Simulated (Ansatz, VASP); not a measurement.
One calculation of CoO, two programs

```
Co O
1.0
     1.50547    0.86918    2.43993
    -1.50547    0.86918    2.43993
     0.00000   -1.73837    2.43993
Co O
1 1
Direct
  0.99683 0.00019 0.00637
  0.47022 0.51568 0.50987
```

Change from the starting cell: atoms moved at random, drawn with an rms of 0.05 Å.

Alike in both runs: task single point; functional PBEsol; k mesh 11 × 11 × 11; occupations fermi-dirac, width 0.05 eV; collinear spin.

|  | VASP | Ansatz |
| --- | --- | --- |
| version | VASP 6.6.1 | Ansatz 0.2.0 |
| potentials or method | VASP PAW PBE potentials, release 64 (Co, O) | Ansatz PAW |
| plane-wave cutoff (eV) | 520 | 420 |
| valence electrons in the cell | 15 | 23 |

```tsv
	VASP	Ansatz	Ansatz less VASP
gap on the k mesh at the Fermi level (eV)	none	none	-
pressure (GPa)	-9.3	-8.8	+0.56
traceless stress, the component that is largest in VASP (GPa)	-0.31	-0.31	-0.005
rms of the force components (eV/Å)	0.011	0.011	-0.0005
net moment per atom (μB)	1.46	1.47	+0.013
size of the moment on the site where the two differ most (μB)	2.55	2.47	-0.080
```

VASP's potentials were made for PBE, not for PBEsol. Site moments also hang on the region over which each program counts them. Atom by atom the forces differ by 0.000 eV/Å (rms over components). A gap of «none» marks a metal or a gap that the smearing closes. VASP's potentials hold 15 valence electrons a cell and Ansatz's 23, so a difference there can come from the potentials and not from the codes.
